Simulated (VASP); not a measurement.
# CuO (P-6m2) in VASP: single point with PBE+U

Aim: the single point of CuO with PBE+U.

Everything below comes from runs of VASP 6.6.1. Logs are shortened: lines on timing, memory, paths and dates and some standing lists are left out, and cuts for length are marked.

### Step 1. The cell of the first run

The structure is hexagonal, space group P-6m2 (No. 187). The conventional cell has a = 2.836 Å, b = 2.836 Å, c = 2.768 Å, α = 90.00°, β = 90.00°, γ = 120.00°. Within 2.9 Å of Cu (site symmetry -6m2) lie 6 O at 2.14 Å and 8 Cu at 2.77 to 2.84 Å. Within 2.9 Å of O (site symmetry -6m2) lie 6 Cu at 2.14 Å and 8 O at 2.77 to 2.84 Å.

### Step 2. Single point, PBE+U, collinear spin, ferromagnetic start

INCAR reads:

```
SYSTEM = CuO
PREC = Accurate
ENCUT = 820
EDIFF = 1E-6
ISMEAR = 0
SIGMA = 0.05
LREAL = .False.
LASPH = .True.
NELM = 200
ALGO = Normal
ISIF = 2
LWAVE = .False.
LCHARG = .False.
ISPIN = 2
MAGMOM = 0.44 0.44 0.67 0.67
LORBIT = 11
LMAXMIX = 4
LDAU = .True.
LDAUTYPE = 1
LDAUL = 2 -1
LDAUU = 7 0
LDAUJ = 0.7 0
LDAUPRINT = 1
GGA = PE
NBANDS = 37
GGA_COMPAT = .False.
```

KPOINTS reads:

```
Automatic mesh
0
Gamma
  8 8 8
  0 0 0
```

POSCAR reads:

```
CuO
1.0
    2.8363251100      0.0000000000      0.0000000000
   -1.4181625500      2.4563296000      2.7681127800
    0.0000000000      0.0000000000      5.5362255600
Cu O
2 2
Direct
    0.0000000000      0.0000000000      0.0000000000
    0.0000000000      0.0000000000      0.5000000000
    0.6666666667      0.3333333333      0.0833333333
    0.6666666667      0.3333333333      0.5833333333
```

Potentials or basis: VASP PAW PBE potentials, release 64 (Cu_sv_GW, O).

Started as:

```sh
cat potpaw_PBE.64/Cu_sv_GW/POTCAR potpaw_PBE.64/O/POTCAR > POTCAR
mpirun -np 1 vasp_std > vasp.out
```

OUTCAR:

```text
SYSTEM = CuO
   PREC = Accurate
   ENCUT = 820
   EDIFF = 1E-6
   ISMEAR = 0
   LREAL = .False.
   LASPH = .True.
   NELM = 200
   ISIF = 2
   ISPIN = 2
   LORBIT = 11
   GGA = PE

 ion  position               nearest neighbor table
   1  0.000  0.000  0.000-   3 2.14   4 2.14   4 2.14   3 2.14   3 2.14   4 2.14
   2  0.000  0.000  0.500-   4 2.14   3 2.14   3 2.14   4 2.14   4 2.14   3 2.14
   3  0.667  0.333  0.083-   1 2.14   2 2.14   2 2.14   1 2.14   1 2.14   2 2.14
   4  0.667  0.333  0.583-   2 2.14   1 2.14   1 2.14   2 2.14   2 2.14   1 2.14

  LATTYP: Found a body centered orthorhombic cell.
 ALAT       =     2.8363251100
 B/A-ratio  =     1.7320508085
 C/A-ratio  =     1.9519009088

  Lattice vectors:

 A1 = (   1.4181625600,   2.4563296000,  -2.7681127800)
 A2 = (  -1.4181625600,  -2.4563296000,  -2.7681127800)
 A3 = (  -1.4181625500,   2.4563296000,   2.7681127800)

Analysis of symmetry for initial positions (statically):
=====================================================================
 Subroutine PRICEL returns following result:

  LATTYP: Found a hexagonal cell.
 ALAT       =     2.8363251137
 C/A-ratio  =     0.9759504532
[... 12 lines left out ...]
 Subroutine GETGRP returns: Found  4 space group operations
 (whereof  4 operations were pure point group operations)
 out of a pool of  8 trial point group operations.

The static configuration has the point symmetry C_2v.

Analysis of symmetry for dynamics (positions and initial velocities):
=====================================================================
 Subroutine PRICEL returns following result:

  LATTYP: Found a hexagonal cell.
 ALAT       =     2.8363251137
 C/A-ratio  =     0.9759504532
[... 12 lines left out ...]
 Subroutine GETGRP returns: Found  4 space group operations
 (whereof  4 operations were pure point group operations)
 out of a pool of  8 trial point group operations.

The dynamic configuration has the point symmetry C_2v.

Analysis of structural, dynamic, and magnetic symmetry:
=====================================================================
 Subroutine PRICEL returns following result:

  LATTYP: Found a hexagonal cell.
 ALAT       =     2.8363251137
 C/A-ratio  =     0.9759504532
[... 12 lines left out ...]
 Subroutine GETGRP returns: Found  4 space group operations
 (whereof  4 operations were pure point group operations)
 out of a pool of  8 trial point group operations.

The overall configuration has the point symmetry C_2v.

 Subroutine INISYM returns: Found  4 space group operations
 (whereof  4 operations are pure point group operations),
 and found     2 'primitive' translations

----------------------------------------------------------------------------------------

                                     Primitive cell

  volume of cell :      19.2853

  direct lattice vectors                    reciprocal lattice vectors
    -1.418162560 -2.456329600  0.000000000     0.000000000 -0.407111489  0.000000000
     2.836325110  0.000000000  0.000000000     0.352568892 -0.203555745  0.000000000
[... 143 lines left out ...]
  0.0000  0.7284 -0.0000  0.0000  0.0000
 -0.0000 -0.0000  0.9460  0.0000  0.0000
  0.0000  0.0000  0.0000  0.7285  0.0000
 -0.0000  0.0000  0.0000  0.0000  0.9259

 occupancies and eigenvectors

  o =  0.7284  v =  0.0000  0.0000  0.0000  0.0000  0.0000  0.0000 -1.0000 -0.0000  0.0000 -0.0000      0.0000  0.0000  0.0000  0.0000  0.0000  0.0000  0.0000  0.0000  0.0000  0.0000
  o =  0.7285  v =  0.0000  0.0000  0.0000  0.0000  0.0000  0.0000 -0.0000  0.0000 -1.0000  0.0000      0.0000  0.0000  0.0000  0.0000  0.0000  0.0000  0.0000  0.0000  0.0000  0.0000
  o =  0.9258  v =  0.0000  0.0000  0.0000  0.0000  0.0000 -1.0000 -0.0000 -0.0000 -0.0000  0.0000      0.0000  0.0000  0.0000  0.0000  0.0000  0.0000  0.0000  0.0000  0.0000  0.0000
  o =  0.9259  v =  0.0000  0.0000  0.0000  0.0000  0.0000  0.0000 -0.0000 -0.0014  0.0000  1.0000      0.0000  0.0000  0.0000  0.0000  0.0000  0.0000  0.0000  0.0000  0.0000  0.0000
  o =  0.9460  v =  0.0000  0.0000  0.0000  0.0000  0.0000 -0.0000 -0.0000  1.0000  0.0000  0.0014      0.0000  0.0000  0.0000  0.0000  0.0000  0.0000  0.0000  0.0000  0.0000  0.0000
  o =  0.9472  v = -0.0000 -0.0000 -1.0000 -0.0000 -0.0008  0.0000  0.0000  0.0000  0.0000  0.0000      0.0000  0.0000  0.0000  0.0000  0.0000  0.0000  0.0000  0.0000  0.0000  0.0000
  o =  0.9476  v =  1.0000  0.0000 -0.0000  0.0000 -0.0000  0.0000  0.0000  0.0000  0.0000  0.0000      0.0000  0.0000  0.0000  0.0000  0.0000  0.0000  0.0000  0.0000  0.0000  0.0000
  o =  0.9476  v = -0.0000  0.0000  0.0008 -0.0000 -1.0000  0.0000  0.0000  0.0000  0.0000  0.0000      0.0000  0.0000  0.0000  0.0000  0.0000  0.0000  0.0000  0.0000  0.0000  0.0000
  o =  0.9696  v = -0.0000  1.0000 -0.0000 -0.0002  0.0000  0.0000  0.0000  0.0000  0.0000  0.0000      0.0000  0.0000  0.0000  0.0000  0.0000  0.0000  0.0000  0.0000  0.0000  0.0000
  o =  0.9696  v =  0.0000 -0.0002  0.0000 -1.0000  0.0000  0.0000  0.0000  0.0000  0.0000  0.0000      0.0000  0.0000  0.0000  0.0000  0.0000  0.0000  0.0000  0.0000  0.0000  0.0000

atom =   2  type =  1  l = 2

 onsite density matrix

spin component  1

  0.9476 -0.0000 -0.0000 -0.0000 -0.0000
 -0.0000  0.9696  0.0000  0.0000 -0.0000
 -0.0000  0.0000  0.9472 -0.0000 -0.0000
 -0.0000  0.0000 -0.0000  0.9696 -0.0000
 -0.0000 -0.0000 -0.0000 -0.0000  0.9476

spin component  2

  0.9258  0.0000 -0.0000  0.0000 -0.0000
  0.0000  0.7284 -0.0000  0.0000  0.0000
 -0.0000 -0.0000  0.9460  0.0000  0.0000
  0.0000  0.0000  0.0000  0.7285  0.0000
 -0.0000  0.0000  0.0000  0.0000  0.9259

 occupancies and eigenvectors

  o =  0.7284  v =  0.0000  0.0000  0.0000  0.0000  0.0000  0.0000 -1.0000 -0.0000  0.0000 -0.0000      0.0000  0.0000  0.0000  0.0000  0.0000  0.0000  0.0000  0.0000  0.0000  0.0000
  o =  0.7285  v =  0.0000  0.0000  0.0000  0.0000  0.0000  0.0000 -0.0000 -0.0000 -1.0000  0.0000      0.0000  0.0000  0.0000  0.0000  0.0000  0.0000  0.0000  0.0000  0.0000  0.0000
  o =  0.9258  v =  0.0000  0.0000  0.0000  0.0000  0.0000 -1.0000 -0.0000 -0.0000 -0.0000  0.0000      0.0000  0.0000  0.0000  0.0000  0.0000  0.0000  0.0000  0.0000  0.0000  0.0000
  o =  0.9259  v =  0.0000  0.0000  0.0000  0.0000  0.0000  0.0000  0.0000 -0.0014  0.0000  1.0000      0.0000  0.0000  0.0000  0.0000  0.0000  0.0000  0.0000  0.0000  0.0000  0.0000
  o =  0.9460  v =  0.0000  0.0000  0.0000  0.0000  0.0000 -0.0000  0.0000  1.0000  0.0000  0.0014      0.0000  0.0000  0.0000  0.0000  0.0000  0.0000  0.0000  0.0000  0.0000  0.0000
  o =  0.9472  v = -0.0000 -0.0000 -1.0000 -0.0000 -0.0008  0.0000  0.0000  0.0000  0.0000  0.0000      0.0000  0.0000  0.0000  0.0000  0.0000  0.0000  0.0000  0.0000  0.0000  0.0000
  o =  0.9476  v =  1.0000  0.0000 -0.0000  0.0000 -0.0000  0.0000  0.0000  0.0000  0.0000  0.0000      0.0000  0.0000  0.0000  0.0000  0.0000  0.0000  0.0000  0.0000  0.0000  0.0000
  o =  0.9476  v = -0.0000 -0.0000  0.0008 -0.0000 -1.0000  0.0000  0.0000  0.0000  0.0000  0.0000      0.0000  0.0000  0.0000  0.0000  0.0000  0.0000  0.0000  0.0000  0.0000  0.0000
  o =  0.9696  v = -0.0000  1.0000 -0.0000 -0.0002 -0.0000  0.0000  0.0000  0.0000  0.0000  0.0000      0.0000  0.0000  0.0000  0.0000  0.0000  0.0000  0.0000  0.0000  0.0000  0.0000
  o =  0.9696  v =  0.0000 -0.0002  0.0000 -1.0000  0.0000  0.0000  0.0000  0.0000  0.0000  0.0000      0.0000  0.0000  0.0000  0.0000  0.0000  0.0000  0.0000  0.0000  0.0000  0.0000

 number of electron      50.0000001 magnetization       1.9999998

 Free energy of the ion-electron system (eV)
  ---------------------------------------------------
  ext. energy  EPLUGINS =         0.00000000
  ---------------------------------------------------
  free energy    TOTEN  =       -13.07597450 eV

  energy without entropy =      -13.07515669  energy(sigma->0) =      -13.07556560

 E-fermi :   5.2734     XC(G=0): -12.6578

 val. band max:        5.2682534199   @ k =  -0.1250   0.0000   0.2500
 cond. band min:       5.2894575807   @ k =  -0.2500   0.1250   0.0000
 fundamental gap:      0.0212041608
 Fermi energy:         5.2733811631

 spin component 1

 k-point     1 :       0.0000    0.0000    0.0000
  band No.  band energies     occupation
      1    -105.5324      1.00000
      2    -105.5286      1.00000
      3     -63.1728      1.00000
      4     -63.1541      1.00000
      5     -62.8488      1.00000
      6     -62.8314      1.00000
[... 1913 lines left out ...]
     36      24.1645      0.00000
     37      29.0593      0.00000

 [... further k-points ...]

------------------------ aborting loop because EDIFF is reached ----------------------------------------

  FORCE on cell =-STRESS in cart. coord.  units (eV):
  Direction    XX          YY          ZZ          XY          YZ          ZX
  --------------------------------------------------------------------------------------
  -------------------------------------------------------------------------------------
  Total        0.6679405      0.6829288     -1.8017400      0.0000000      0.0000000      0.0000000
  in kB       27.7454595     28.3680574    -74.8421531      0.0000001      0.0000000      0.0000000
  external PRESSURE =      -6.2428787 kB  Pullay stress =       0.0000000 kB

 VOLUME and BASIS-vectors are now :
 -----------------------------------------------------------------------------
  energy-cutoff  :      820.00
  volume of cell :       38.57
      direct lattice vectors                 reciprocal lattice vectors
     2.836325110  0.000000000  0.000000000     0.352568892  0.203555744  0.000000000
    -1.418162550  2.456329600  2.768112780     0.000000000  0.407111489  0.000000000
     0.000000000  0.000000000  5.536225560     0.000000000 -0.203555744  0.180628479

 POSITION                                       TOTAL-FORCE (eV/Angst)
 -----------------------------------------------------------------------------------
      0.00000      0.00000      0.00000         0.000000      0.003753      0.000000
      0.00000      0.00000      2.76811         0.000000      0.003753      0.000000
      1.41816      0.81878      1.38406        -0.000000     -0.003753     -0.000000
      1.41816      0.81878      4.15217        -0.000000     -0.003753     -0.000000
 -----------------------------------------------------------------------------------
    total drift:                               -0.000016     -0.002667     -0.000008

  FREE ENERGIE OF THE ION-ELECTRON SYSTEM (eV)
  ---------------------------------------------------
  free  energy   TOTEN  =       -13.0759745041 eV

  energy  without entropy=      -13.0751566859  energy(sigma->0) =      -13.07556560

 total charge

# of ion       s       p       d       f       tot
--------------------------------------------------
    1        2.180   6.286   9.009   0.008  17.483
    2        2.180   6.286   9.009   0.008  17.483
    3        1.578   3.320   0.000   0.000   4.898
    4        1.578   3.320   0.000   0.000   4.898
--------------------------------------------------
tot          7.517  19.212  18.019   0.015  44.762

 magnetization (x)

# of ion       s       p       d       f       tot
--------------------------------------------------
    1       -0.008  -0.005   0.527   0.001   0.515
    2       -0.008  -0.005   0.527   0.001   0.515
    3        0.006   0.458   0.000   0.000   0.464
    4        0.006   0.458   0.000   0.000   0.464
--------------------------------------------------
tot         -0.004   0.905   1.054   0.002   1.956
```

It took 8.5 min on 1 thread of Intel Xeon 6975P-C (Granite Rapids), shared host; peak memory 0.58 GiB.

What came out:

```
Free energy                                           : -13.0760 eV
Pressure                                              : -0.6 GPa
Largest force                                         : 0.004 eV/Å
Band gap on the k mesh                                : zero (filled and empty bands overlap)
Net moment                                            : 2.00 μB per cell
Site moments                                          : Cu +0.52; O +0.46 μB
Valence electrons inside the program's atomic spheres : Cu 17.48; O 4.90
```

Forces on the atoms (eV/Å):
```
Cu   0.000  0.004  0.000
Cu   0.000  0.004  0.000
O    0.000 -0.004  0.000
O    0.000 -0.004  0.000
```

Eigenvalues of the final occupation matrices:
```tsv
site	spin	trace	eigenvalues
site 1 d	1	4.78	0.95 0.95 0.95 0.97 0.97
site 1 d	2	4.25	0.73 0.73 0.93 0.93 0.95
site 2 d	1	4.78	0.95 0.95 0.95 0.97 0.97
site 2 d	2	4.25	0.73 0.73 0.93 0.93 0.95
```

Caveat: the stress differs along the axes, from -7 to 3 GPa. The state reached can hang on the start; a lower one may exist.

The gap in the log of VASP goes by the Fermi energy; the results here count the filled bands.